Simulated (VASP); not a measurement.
# Sn (I4_1/amd) in VASP: notebook

Runs on Sn. Level: PBEsol. Tasks: single point, relaxation of cell and atoms.

All numbers are computed with VASP 6.6.1; they aren't measurements. Logs are shortened: lines on timing, memory, paths and dates and some standing lists are left out, and cuts for length are marked.

### 1 The cell of the first run

It takes space group I4_1/amd (No. 141, tetragonal). Conventional cell: a = 5.818 Å, b = 5.818 Å, c = 3.176 Å, α = 90.00°, β = 90.00°, γ = 90.00°. Within 4.0 Å of Sn (site symmetry -4m2) lie 10 Sn at 3.02 to 3.76 Å.

### 2 Single point, PBEsol

INCAR reads:

```
ALGO = Fast
EDIFF = 1E-6
ENCUT = 520
GGA = PS
ISIF = 2
ISMEAR = 0
LASPH = T
LCHARG = T
LELF = T
LREAL = F
LVHAR = T
LWAVE = F
NBANDS = 21
NELM = 60
PREC = Accurate
SIGMA = 0.1
```

KPOINTS reads:

```
k-points
0
Gamma
  14 14 14
```

POSCAR reads:

```
Sn
1.0
   -2.9089244813      2.9089244813      1.5881293889
    2.9089244813     -2.9089244813      1.5881293889
    2.9089244813      2.9089244813     -1.5881293889
Sn
2
Direct
    0.7500000000      0.2500000000      0.5000000000
    0.0000000000      0.0000000000      0.0000000000
```

Potentials or basis: VASP PAW PBE potentials, release 64 (Sn_d).

Run with:

```sh
> cat potpaw_PBE.64/Sn_d/POTCAR > POTCAR
> mpirun -np 1 vasp_std > vasp.out
```

OUTCAR:

```text
EDIFF = 1E-6
   ENCUT = 520
   GGA = PS
   ISIF = 2
   ISMEAR = 0
   LASPH = T
   LREAL = F
   NELM = 60
   PREC = Accurate

 ion  position               nearest neighbor table
   1  0.750  0.250  0.500-   2 3.02   2 3.02   2 3.02   2 3.02
   2  0.000  0.000  0.000-   1 3.02   1 3.02   1 3.02   1 3.02

  LATTYP: Found a body centered tetragonal cell.
 ALAT       =     5.8178489626
 C/A-ratio  =     0.5459507110

  Lattice vectors:

 A1 = (  -2.9089244813,   2.9089244813,   1.5881293889)
 A2 = (   2.9089244813,  -2.9089244813,   1.5881293889)
 A3 = (   2.9089244813,   2.9089244813,  -1.5881293889)

Analysis of symmetry for initial positions (statically):
=====================================================================
 Subroutine PRICEL returns:
 Original cell was already a primitive cell.

 Routine SETGRP: Setting up the symmetry group for a
 body centered tetragonal supercell.

 Subroutine GETGRP returns: Found 16 space group operations
 (whereof  8 operations were pure point group operations)
 out of a pool of 16 trial point group operations.

The static configuration has the point symmetry D_2d.
 The point group associated with its full space group is D_4h.

Analysis of symmetry for dynamics (positions and initial velocities):
=====================================================================
 Subroutine PRICEL returns:
 Original cell was already a primitive cell.

 Routine SETGRP: Setting up the symmetry group for a
 body centered tetragonal supercell.

 Subroutine GETGRP returns: Found 16 space group operations
 (whereof  8 operations were pure point group operations)
 out of a pool of 16 trial point group operations.

The dynamic configuration has the point symmetry D_2d.
 The point group associated with its full space group is D_4h.

 Subroutine INISYM returns: Found 16 space group operations
 (whereof  8 operations are pure point group operations),
 and found     1 'primitive' translations

----------------------------------------------------------------------------------------

                                     Primitive cell

  volume of cell :      53.7540

  direct lattice vectors                    reciprocal lattice vectors
    -2.908924481  2.908924481  1.588129389     0.000000000  0.171884833  0.314835808
[... 76 lines left out ...]
 SYSTEM =  unknown system
   PREC   = accura    normal or accurate (medium, high low for compatibility)
   ISTART =      0    job   : 0-new  1-cont  2-samecut
   ICHARG =      2    charge: 1-file 2-atom 10-const
   ISPIN  =      1    spin polarized calculation?
   LNONCOLLINEAR =      F non collinear calculations
   LSORBIT =      F    spin-orbit coupling
   LASPH  =      T    aspherical Exc in radial PAW
   ENCUT  =  520.0 eV  38.22 Ry    6.18 a.u.   8.20  8.20  8.20*2*pi/ulx,y,z
   NELM   =     60;   NELMIN=  2; NELMDL= -5     # of ELM steps
   EDIFF  = 0.1E-05   stopping-criterion for ELM
   LREAL  =      F    real-space projection
   EDIFFG = 0.1E-04   stopping-criterion for IOM
   NSW    =      0    number of steps for IOM
   IBRION =     -1    ionic relax: 0-MD 1-quasi-New 2-CG
   NFREE  =      0    steps in history (QN), initial steepest desc. (CG)
   ISIF   =      2    stress and relaxation
   ISYM   =      2    0-nonsym 1-usesym 2-fastsym
   POTIM  = 0.5000    time-step for ionic-motion
   TEBEG  =    0.0;   TEEND  =   0.0 temperature during run
   PSTRESS=    0.0 pullay stress
   NELECT =      28.0000    total number of electrons
   NUPDOWN=      -1.0000    fix difference up-down
   EMIN   =  10.00;   EMAX   =-10.00  energy-range for DOS
   EFERMI =   0.00;   METHOD = LEGACY
   ISMEAR =     0;   SIGMA  =   0.10  broadening in eV -4-tet -1-fermi 0-gaus
   EFERMI_NEDOS =   21; number of points for ismear=-14 and -15
   IALGO  =     68    algorithm
   IMIX   =      4    mixing-type and parameters
     AMIX     =   0.40;   BMIX     =  1.00
     AMIX_MAG =   1.60;   BMIX_MAG =  1.00
  volume/ion in A,a.u.               =      26.88       181.37
  Fermi-wavevector in a.u.,A,eV,Ry     =   1.317217  2.489179 23.606925  1.735060
  Thomas-Fermi vector in A             =   2.447274
   LORBIT       =      0    0 simple, 1 ext, 2 COOP (PROOUT), +10 PAW based schemes
   GGA     = PS    functional components
   LHFCALC =     F    Hartree Fock is set to
   AEXX    =    0.0000 exact exchange contribution
   IVDW    =     0    specifies the selected vdW correction
   LEPSILON=     F    determine dielectric tensor
   LRPA    =     F    only Hartree local field effects (RPA)
 non-spin polarized calculation
 RMM-DIIS sequential band-by-band and
 Gauss-broadening in eV      SIGMA  =   0.10
  energy-cutoff  :      520.00
  volume of cell :       53.75
 maximum number of plane-waves:      1476
 NGX is ok and might be reduce to    36
   NGX = 17   NGY = 17   NGZ = 17

 number of electron      28.0000006 magnetization

 Free energy of the ion-electron system (eV)
  ---------------------------------------------------
  ext. energy  EPLUGINS =         0.00000000
  ---------------------------------------------------
  free energy    TOTEN  =        -8.51817012 eV

  energy without entropy =       -8.51234631  energy(sigma->0) =       -8.51525822

 E-fermi :   7.9175     XC(G=0): -10.4970

 val. band max:        7.9089901498   @ k =   0.2857   0.1429   0.0000
 cond. band min:       7.9188662513   @ k =  -0.2857   0.2857   0.2143
 fundamental gap:      0.0098761014
 Fermi energy:         7.9174821570

 k-point     1 :       0.0000    0.0000    0.0000
  band No.  band energies     occupation
      1     -13.6341      2.00000
      2     -13.5404      2.00000
      3     -13.5036      2.00000
      4     -13.4842      2.00000
      5     -13.3318      2.00000
      6     -13.3318      2.00000
[... 565 lines left out ...]
     20      15.5210      0.00000
     21      16.9807      0.00000

 [... further k-points ...]
[... 5 lines left out ...]
  --------------------------------------------------------------------------------------
  -------------------------------------------------------------------------------------
  Total       -0.0101617     -0.0101617     -0.0138252      0.0000000      0.0000000      0.0000000
  in kB       -0.3028778     -0.3028778     -0.4120711      0.0000000      0.0000000      0.0000000
  external PRESSURE =      -0.3392755 kB  Pullay stress =       0.0000000 kB

 VOLUME and BASIS-vectors are now :
 -----------------------------------------------------------------------------
  energy-cutoff  :      520.00
  volume of cell :       53.75
      direct lattice vectors                 reciprocal lattice vectors
    -2.908924481  2.908924481  1.588129389     0.000000000  0.171884833  0.314835808
     2.908924481 -2.908924481  1.588129389     0.171884833  0.000000000  0.314835808
     2.908924481  2.908924481 -1.588129389     0.171884833  0.171884833  0.000000000

 POSITION                                       TOTAL-FORCE (eV/Angst)
 -----------------------------------------------------------------------------------
     -0.00000      2.90892      0.79406         0.000000     -0.000000      0.000000
      0.00000      0.00000      0.00000        -0.000000      0.000000     -0.000000
 -----------------------------------------------------------------------------------
    total drift:                               -0.000000      0.000000     -0.000000

  FREE ENERGIE OF THE ION-ELECTRON SYSTEM (eV)
  ---------------------------------------------------
  free  energy   TOTEN  =        -8.5181701171 eV

  energy  without entropy=       -8.5123463135  energy(sigma->0) =       -8.51525822
```

OSZICAR:

```text
N       E                     dE             d eps       ncg     rms          rms(c)
DAV:   1     0.223373804922E+03    0.22337E+03   -0.14434E+04 10406   0.209E+03
DAV:   2     0.146612091857E+02   -0.20871E+03   -0.20444E+03 10323   0.459E+02
DAV:   3    -0.782996865418E+01   -0.22491E+02   -0.22325E+02 11855   0.135E+02
DAV:   4    -0.853462457655E+01   -0.70466E+00   -0.70418E+00 11709   0.265E+01
DAV:   5    -0.856282854595E+01   -0.28204E-01   -0.28203E-01 14369   0.501E+00    0.247E+00
RMM:   6    -0.852868544678E+01    0.34143E-01   -0.44559E-02 12470   0.256E+00    0.140E+00
RMM:   7    -0.851843823300E+01    0.10247E-01   -0.30317E-02 12348   0.199E+00    0.174E-01
RMM:   8    -0.851804245178E+01    0.39578E-03   -0.38693E-03 13690   0.706E-01    0.551E-02
RMM:   9    -0.851815486120E+01   -0.11241E-03   -0.11406E-03 15361   0.273E-01    0.390E-02
RMM:  10    -0.851816440055E+01   -0.95393E-05   -0.13429E-04 13476   0.146E-01    0.219E-02
RMM:  11    -0.851816758972E+01   -0.31892E-05   -0.74770E-05 14729   0.900E-02    0.109E-02
RMM:  12    -0.851816991641E+01   -0.23267E-05   -0.26650E-05 14247   0.411E-02    0.922E-03
RMM:  13    -0.851817011709E+01   -0.20068E-06   -0.41949E-06  7959   0.230E-02
   1 F= -.85181701E+01 E0= -.85152582E+01  d E =-.582380E-02
```

Run time: 2.9 min. Hardware: 1 thread of Intel Xeon Platinum 8559C (Emerald Rapids), shared host; peak memory 0.36 GiB.

Results:

```
Free energy            : -8.5182 eV
Pressure               : 0.0 GPa
Band gap on the k mesh : zero (bands 14 and 15 overlap by 4.10 eV)
```

Caveat: the PAW data sets were made with another functional, which shifts forces and pressure a little; spin-orbit coupling is left out, which moves the levels of the heavy elements.

### 3 Relaxation of cell and atoms, PBEsol

This run uses another cell than the first one, of 28.41 Å³/atom.

INCAR reads:

```
ALGO = Fast ; EDIFF = 1E-6
EDIFFG = -0.005 ; ENCUT = 600
GGA = PS ; IBRION = 2
ISIF = 3 ; ISMEAR = 0
LASPH = T ; LCHARG = F
LREAL = F ; LWAVE = F
NELM = 60 ; NSW = 70
PREC = Accurate ; SIGMA = 0.1
```

KPOINTS is that of step 2.

POSCAR reads:

```
Sn
1.0
   -2.9643162537      2.9643162537      1.6163469651
    2.9643162537     -2.9643162537      1.6163469651
    2.9643162537      2.9643162537     -1.6163469651
Sn
2
Direct
    0.7500000000      0.2500000000      0.5000000000
    0.0000000000      0.0000000000      0.0000000000
```

Potentials or basis: VASP PAW PBE potentials, release 64 (Sn_d).

Run with:

```sh
> cat potpaw_PBE.64/Sn_d/POTCAR > POTCAR
> mpirun -np 1 vasp_std > vasp.out
```

It took 6.2 min on 1 thread of Intel Xeon Platinum 8559C (Emerald Rapids), shared host; peak memory 0.4 GiB.

The run converged. Its results:

- Free energy: -8.5190 eV
- Relaxed volume: 26.86 Å³/atom
- Relaxed cell: a = 4.410 Å, b = 4.410 Å, c = 4.410 Å, α = 97.44°, β = 97.44°, γ = 137.81°
- Space group after relaxing (to 0.1 Å): I4_1/amd (No. 141)
- Energy gained by relaxing: 13.7 meV/atom
- Ionic steps: 3
- Pressure after relaxing: 0.0 GPa
- Band gap on the k mesh: zero (bands 14 and 15 overlap by 4.09 eV)

The path:
| step | energy change (eV) | largest force (eV/Å) | pressure (GPa) | volume (Å³) |
| --- | --- | --- | --- | --- |
| 1 | 0.0000 | 0.0000 | -2.66 | 56.81 |
| 2 | -0.0255 | 0.0000 | 0.77 | 53.02 |
| 3 | -0.0273 | 0.0000 | 0.00 | 53.73 |

Final structure:
```
Sn
1.0
    -2.90917    2.90917    1.58711
     2.90917   -2.90917    1.58711
     2.90917    2.90917   -1.58711
Sn
2
Direct
  0.75000 0.25000 0.50000
  0.00000 0.00000 0.00000
```

Levels at points of the mesh, in eV from the Fermi level:
```
           k point  band 12  band 13  band 14  band 15  band 16  band 17
(0.00, 0.00, 0.00)    -3.60    -1.99    -1.99     2.96     6.29     6.29
(0.50, 0.00, 0.00)    -5.44    -2.31    -1.71    -1.16     2.24     2.88
(0.50, 0.50, 0.00)    -8.94     0.61     0.61     1.61     1.61     6.04
(0.50, 0.50, 0.50)    -7.57    -4.86    -4.86     5.05     5.05     9.51
```

Caveat: the PAW data sets were made with another functional, which shifts forces and pressure a little; spin-orbit coupling is left out, which moves the levels of the heavy elements.
